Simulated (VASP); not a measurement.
The system is ZrB.

```
CELL_PARAMETERS angstrom
0.00000 2.30940 2.30940
2.30940 0.00000 2.30940
2.30940 2.30940 0.00000
ATOMIC_POSITIONS crystal
Zr 0.00000 0.00000 0.00000
B 0.50000 0.50000 0.50000
```

Base run:

| Property | Result |
| --- | --- |
| Program | VASP 6.6.1 |
| Functional | PBEsol |
| Potentials or basis | VASP PAW PBE potentials, release 64 (Zr_sv, B) |
| Cutoff | 520 eV |
| k mesh | 10 × 10 × 10 |
| Occupations | fermi-dirac, width 0.05 eV |
| Spin | no spin polarisation |

Its results: pressure 35.2 GPa.

After a change of settings the same cell gave: pressure 40.7 GPa. Which change was it?
A. functional from PBEsol to PBE; further incar settings from ALGO = Normal; EDIFF = 1e-06; NBANDS = 14 to ALGO = Normal; EDIFF = 1e-07; NBANDS = 14
B. functional from PBEsol to r2SCAN
C. functional from PBEsol to LDA; potentials or basis from VASP PAW PBE potentials, release 64 (Zr_sv, B) to VASP PAW LDA potentials, release 64 (Zr_sv, B)

A.

Caveats: the PAW data sets were made with another functional, which shifts forces and pressure a little (some runs).
